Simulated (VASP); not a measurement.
# Bi2Se3 (R-3m) in VASP: single point with PBE

Aim: the single point of Bi2Se3 with PBE.

Program: VASP 6.6.1. These are calculated values, not measurements. Logs are shortened: lines on timing, memory, paths and dates and some standing lists are left out, and cuts for length are marked.

## (1) The cell of the first run

The structure is trigonal, space group R-3m (No. 166). Conventional cell: a = 4.143 Å, b = 4.143 Å, c = 28.636 Å, α = 90.00°, β = 90.00°, γ = 120.00°. Within 3.8 Å of Bi (site symmetry 3m) lie 6 Se at 2.86 to 3.07 Å. Se (site symmetry -3m) has 6 Bi at 3.07 Å and 12 Se at 4.14 to 4.24 Å within 4.3 Å. Within 3.8 Å of Se (site symmetry 3m) lie 3 Bi at 2.86 Å and 3 Se at 3.49 Å.

## (2) Single point, PBE

INCAR

```
SYSTEM = Bi2Se3
PREC     = Accurate       ! precision mode
ENCUT    = 520            ! plane-wave cutoff, eV
EDIFF    = 1E-6           ! SCF threshold, eV
ISMEAR   = -1             ! smearing method
SIGMA    = 0.02           ! smearing width, eV
LREAL    = .False.        ! projectors in reciprocal space
LASPH    = .True.         ! aspherical terms in the spheres
NELM     = 60             ! most SCF steps
ALGO     = Normal         ! electronic algorithm
ISIF     = 2              ! what is computed and relaxed
LWAVE    = .False.        ! write WAVECAR
LCHARG   = .False.        ! write CHGCAR
GGA      = PE             ! functional
NBANDS   = 32             ! bands
```

KPOINTS

```
regular mesh
0
Gamma
  9 9 9
  0 0 0
```

POSCAR

```
Bi2Se3
1.0
    2.0715000000      1.1959810826      9.5453333333
   -2.0715000000      1.1959810826      9.5453333333
    0.0000000000     -2.3919621653      9.5453333333
Bi Se
2 3
Direct
    0.4006089076      0.4006089076      0.4006089076
    0.5993910924      0.5993910924      0.5993910924
    0.0000000000      0.0000000000      0.0000000000
    0.2111543747      0.2111543747      0.2111543747
    0.7888456253      0.7888456253      0.7888456253
```

Potentials or basis: VASP PAW PBE potentials, release 64 (Bi_d, Se).

The run is started by

```console
$ cat potpaw_PBE.64/Bi_d/POTCAR potpaw_PBE.64/Se/POTCAR > POTCAR
$ mpirun -np 1 vasp_std > vasp.out
```

OUTCAR:

```text
SYSTEM = Bi2Se3
   PREC = Accurate
   ENCUT = 520
   EDIFF = 1E-6
   ISMEAR = -1
   LREAL = .False.
   LASPH = .True.
   NELM = 60
   ISIF = 2
   GGA = PE

 ion  position               nearest neighbor table
   1  0.401  0.401  0.401-   5 2.86   5 2.86   5 2.86   3 3.07   3 3.07   3 3.07
   2  0.599  0.599  0.599-   4 2.86   4 2.86   4 2.86   3 3.07   3 3.07   3 3.07
   3  0.000  0.000  0.000-   2 3.07   2 3.07   1 3.07   1 3.07   2 3.07   1 3.07
   4  0.211  0.211  0.211-   2 2.86   2 2.86   2 2.86
   5  0.789  0.789  0.789-   1 2.86   1 2.86   1 2.86

  LATTYP: Found a trigonal (rhomboedric) cell.
 ALAT       =     9.8404710987
 COS(alpha) =     0.9113725833

  Lattice vectors:

 A1 = (   2.0715000000,   1.1959810826,   9.5453333333)
 A2 = (  -2.0715000000,   1.1959810826,   9.5453333333)
 A3 = (   0.0000000000,  -2.3919621653,   9.5453333333)

Analysis of symmetry for initial positions (statically):
=====================================================================
 Subroutine PRICEL returns:
 Original cell was already a primitive cell.

 Routine SETGRP: Setting up the symmetry group for a
 trigonal (rhombohedral) supercell.

 Subroutine GETGRP returns: Found 12 space group operations
 (whereof 12 operations were pure point group operations)
 out of a pool of 12 trial point group operations.

The static configuration has the point symmetry D_3d.

Analysis of symmetry for dynamics (positions and initial velocities):
=====================================================================
 Subroutine PRICEL returns:
 Original cell was already a primitive cell.

 Routine SETGRP: Setting up the symmetry group for a
 trigonal (rhombohedral) supercell.

 Subroutine GETGRP returns: Found 12 space group operations
 (whereof 12 operations were pure point group operations)
 out of a pool of 12 trial point group operations.

The dynamic configuration has the point symmetry D_3d.

 Subroutine INISYM returns: Found 12 space group operations
 (whereof 12 operations are pure point group operations),
 and found     1 'primitive' translations

----------------------------------------------------------------------------------------

                                     Primitive cell
[... 93 lines left out ...]
   LSORBIT =      F    spin-orbit coupling
   LASPH  =      T    aspherical Exc in radial PAW
   ENCUT  =  520.0 eV  38.22 Ry    6.18 a.u.  18.30 18.30 18.30*2*pi/ulx,y,z
   NELM   =     60;   NELMIN=  2; NELMDL= -5     # of ELM steps
   EDIFF  = 0.1E-05   stopping-criterion for ELM
   LREAL  =      F    real-space projection
   EDIFFG = 0.1E-04   stopping-criterion for IOM
   NSW    =      0    number of steps for IOM
   IBRION =     -1    ionic relax: 0-MD 1-quasi-New 2-CG
   NFREE  =      0    steps in history (QN), initial steepest desc. (CG)
   ISIF   =      2    stress and relaxation
   ISYM   =      2    0-nonsym 1-usesym 2-fastsym
   POTIM  = 0.5000    time-step for ionic-motion
   TEBEG  =    0.0;   TEEND  =   0.0 temperature during run
   PSTRESS=    0.0 pullay stress
   NELECT =      48.0000    total number of electrons
   NUPDOWN=      -1.0000    fix difference up-down
   EMIN   =  10.00;   EMAX   =-10.00  energy-range for DOS
   EFERMI =   0.00;   METHOD = LEGACY
   ISMEAR =    -1;   SIGMA  =   0.02  broadening in eV -4-tet -1-fermi 0-gaus
   EFERMI_NEDOS =   21; number of points for ismear=-14 and -15
   IALGO  =     38    algorithm
   IMIX   =      4    mixing-type and parameters
     AMIX     =   0.40;   BMIX     =  1.00
     AMIX_MAG =   1.60;   BMIX_MAG =  1.00
  volume/ion in A,a.u.               =      28.38       191.50
  Fermi-wavevector in a.u.,A,eV,Ry     =   1.140700  2.155610 17.703848  1.301196
  Thomas-Fermi vector in A             =   2.277401
   LORBIT       =      0    0 simple, 1 ext, 2 COOP (PROOUT), +10 PAW based schemes
   GGA     = PE    functional components
   LHFCALC =     F    Hartree Fock is set to
   AEXX    =    0.0000 exact exchange contribution
   IVDW    =     0    specifies the selected vdW correction
   LEPSILON=     F    determine dielectric tensor
   LRPA    =     F    only Hartree local field effects (RPA)
 non-spin polarized calculation
  energy-cutoff  :      520.00
  volume of cell :      141.89
 maximum number of plane-waves:      3854
 NGX is ok and might be reduce to    80
   NGX = 37   NGY = 37   NGZ = 37

 number of electron      47.9999999 magnetization

 Free energy of the ion-electron system (eV)
  ---------------------------------------------------
  ext. energy  EPLUGINS =         0.00000000
  ---------------------------------------------------
  free energy    TOTEN  =       -20.15929469 eV

  energy without entropy =      -20.15928960  energy(sigma->0) =      -20.15929214

 E-fermi :   5.0924     XC(G=0):  -9.5028

 val. band max:        4.9955175676   @ k =   0.0000   0.0000   0.0000
 cond. band min:       5.1893219932   @ k =   0.0000   0.0000   0.0000
 fundamental gap:      0.1938044256
 Fermi energy:         5.0924122986

 k-point     1 :       0.0000    0.0000    0.0000
  band No.  band energies     occupation
      1     -18.1599      2.00000
      2     -18.1599      2.00000
      3     -18.1581      2.00000
      4     -18.1581      2.00000
      5     -18.1523      2.00000
      6     -18.1497      2.00000
[... 829 lines left out ...]
     31      10.0199      0.00000
     32      11.7480      0.00000

 [... further k-points ...]

------------------------ aborting loop because EDIFF is reached ----------------------------------------

  FORCE on cell =-STRESS in cart. coord.  units (eV):
  Direction    XX          YY          ZZ          XY          YZ          ZX
  --------------------------------------------------------------------------------------
  -------------------------------------------------------------------------------------
  Total        2.0209127      2.0209127      1.9751384      0.0000000     -0.0000000      0.0000000
  in kB       22.8195222     22.8195222     22.3026526      0.0000000     -0.0000000      0.0000000
  external PRESSURE =      22.6472323 kB  Pullay stress =       0.0000000 kB

 VOLUME and BASIS-vectors are now :
 -----------------------------------------------------------------------------
  energy-cutoff  :      520.00
  volume of cell :      141.89
      direct lattice vectors                 reciprocal lattice vectors
     2.071500000  1.195981083  9.545333333     0.241370987  0.139355604  0.034921078
    -2.071500000  1.195981083  9.545333333    -0.241370987  0.139355604  0.034921078
     0.000000000 -2.391962165  9.545333333     0.000000000 -0.278711209  0.034921078

 POSITION                                       TOTAL-FORCE (eV/Angst)
 -----------------------------------------------------------------------------------
      0.00000     -0.00000     11.47184         0.000000      0.000000     -0.017059
      0.00000     -0.00000     17.16416         0.000000     -0.000000      0.017059
      0.00000      0.00000      0.00000         0.000000      0.000000      0.000000
      0.00000     -0.00000      6.04662         0.000000      0.000000     -0.027746
      0.00000     -0.00000     22.58938         0.000000     -0.000000      0.027746
 -----------------------------------------------------------------------------------
    total drift:                                0.000000      0.000000     -0.000000

  FREE ENERGIE OF THE ION-ELECTRON SYSTEM (eV)
  ---------------------------------------------------
  free  energy   TOTEN  =       -20.1592946892 eV

  energy  without entropy=      -20.1592895950  energy(sigma->0) =      -20.15929214
```

Run time: 30 min. Hardware: 1 thread of Intel Xeon Platinum 8488C (Sapphire Rapids), shared host; peak memory 1.1 GiB.

What came out:

- Free energy: -20.1593 eV
- Pressure: 2.3 GPa
- Largest force: 0.028 eV/Å
- Band gap on the k mesh: 0.19 eV

Forces on the atoms (eV/Å):
```
Bi   0.000  0.000 -0.017
Bi   0.000  0.000  0.017
Se   0.000  0.000  0.000
Se   0.000  0.000 -0.028
Se   0.000  0.000  0.028
```

Caveat: spin-orbit coupling is left out, which moves the levels of the heavy elements; an odd mesh through Γ misses points on the zone boundary, where band edges can lie.
